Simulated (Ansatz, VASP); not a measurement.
**Cd in VASP and in Ansatz**

```
CELL_PARAMETERS angstrom
0.01664 2.21815 2.21815
2.23479 0.00000 2.23479
2.21815 2.21815 0.01664
ATOMIC_POSITIONS crystal
Cd 0.00000 0.00000 0.00000
```

Change from the starting cell: strain +0.0150 x Voigt [0, 0, 0, 0, 1, 0], atoms carried along.

Alike in both runs: task single point; functional PBE; k mesh 18 × 18 × 18; occupations gaussian, width 0.15 eV; no spin polarisation.

```csv
,VASP,Ansatz
version,VASP 6.6.1,Ansatz 0.2.0
potentials or method,"VASP PAW PBE potentials, release 64 (Cd), cutoff 520 eV","scalar-relativistic, plane waves, PAW"
valence electrons in the cell,12,20
```

|  | VASP | Ansatz | Ansatz less VASP |
| --- | --- | --- | --- |
| gap on the k mesh at the Fermi level (eV) | none | none | - |
| pressure (GPa) | 2.5 | 2.2 | -0.36 |

A gap of «none» marks a metal or a gap that the smearing closes. With one functional, cell and mesh, what is left measures potentials, basis and numerics. VASP's potentials hold 12 valence electrons a cell and Ansatz's 20, so a difference there can come from the potentials and not from the codes.
